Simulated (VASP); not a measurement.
A run of VASP 6.6.1 is set up as follows.

INCAR

```
SYSTEM = Cd2SeO
ALGO = Normal ; EDIFF = 1E-6
ENCUT = 520 ; GGA = PE
ISIF = 2 ; ISMEAR = -1
LASPH = .TRUE. ; LCHARG = .TRUE.
LELF = .TRUE. ; LREAL = .FALSE.
LVHAR = .TRUE. ; LWAVE = .FALSE.
NBANDS = 26 ; NELM = 80
PREC = Accurate ; SIGMA = 0.02
```

KPOINTS

```
k-points
0
G
  6 6 4
  0 0 0
```

File POSCAR:

```
Cd2SeO
1.0
    3.8430455574      0.0000000000      0.0000000000
    0.0000000000      3.8430455574      0.0000000000
    0.0000000000      0.0000000000      5.2869393851
O Cd Se
1 2 1
Direct
    0.0000000000      0.0000000000      0.0000000000
    0.0000000000      0.0000000000      0.5000000000
    0.5000000000      0.5000000000      0.0000000000
    0.5000000000      0.5000000000      0.5000000000
```

Potentials or basis: VASP PAW PBE potentials, release 64 (O, Cd, Se).

Run with:

```console
$ cat potpaw_PBE.64/O/POTCAR potpaw_PBE.64/Cd/POTCAR potpaw_PBE.64/Se/POTCAR > POTCAR
$ mpirun -np 1 vasp_std > vasp.out
```

Estimate the pressure.

-1.6 GPa.

Estimate the band gap on the k mesh.

zero (bands 18 and 19 overlap by 0.46 eV).

Caveat: semilocal functionals underestimate gaps, so a narrow gap can read as zero.
